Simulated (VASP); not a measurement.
Here is a VASP 6.6.1 calculation.

File INCAR:

```
PREC = Accurate ; ENCUT = 700
EDIFF = 1E-6 ; ISMEAR = 0
SIGMA = 0.1 ; LREAL = False
LASPH = True ; NELM = 200
ALGO = Normal ; ISIF = 2
LWAVE = False ; LCHARG = True
ISPIN = 2 ; MAGMOM = 4 0 0
LORBIT = 11 ; LMAXMIX = 4
GGA = PE ; LELF = True
LVHAR = True ; ISYM = -1
NBANDS = 24 ; GGA_COMPAT = False
```

Contents of KPOINTS:

```
explicit points
14
Reciprocal
  0.16666667   0.16666667   0.00000000 2
  0.16666667   0.16666667   0.33333333 2
  0.16666667   0.16666667   0.66666667 2
  0.16666667   0.50000000   0.00000000 2
  0.16666667   0.50000000   0.33333333 2
  0.16666667   0.50000000   0.66666667 2
  0.16666667   0.83333333   0.00000000 2
  0.16666667   0.83333333   0.33333333 2
  0.16666667   0.83333333   0.66666667 2
  0.50000000   0.16666667   0.00000000 2
  0.50000000   0.16666667   0.33333333 2
  0.50000000   0.16666667   0.66666667 2
  0.50000000   0.50000000   0.00000000 1
  0.50000000   0.50000000   0.33333333 2
```

File POSCAR:

```
MnO2
1.0
    1.4284348394      0.8247072390      4.5839315268
   -1.4284348394      0.8247072390      4.5839315268
    0.0000000000     -1.6494144781      4.5839315268
Mn O
1 2
Direct
    0.0000000000      0.0000000000      0.0000000000
    0.2643644900      0.2643644900      0.2643644900
    0.7356355100      0.7356355100      0.7356355100
```

Potentials or basis: VASP PAW PBE potentials, release 64 (Mn_pv, O).

Command:

```console
$ cat potpaw_PBE.64/Mn_pv/POTCAR potpaw_PBE.64/O/POTCAR > POTCAR
$ mpirun -np 1 vasp_std > vasp.out
```

**Question.** Predict the band gap on the k mesh.

**Answer.** 1.08 eV (least direct gap 1.17 eV).

**Question.** Predict the net moment.

**Answer.** 3.00 μB per cell.

**Question.** What does it give for the largest force?

**Answer.** 0.276 eV/Å.

**Question.** Estimate the pressure.

**Answer.** 5.5 GPa.

Forces in eV/Å, atoms in the order of the input:
```
Mn   0.000  0.000  0.000
O    0.000 -0.008 -0.276
O    0.000  0.008  0.276
```

Caveat: the cell stands under pressure; a shifted mesh leaves out Γ, where band edges can lie; a cell with one magnetic atom can't hold antiferromagnetic order, which such compounds often take. A k mesh can miss the band edges.
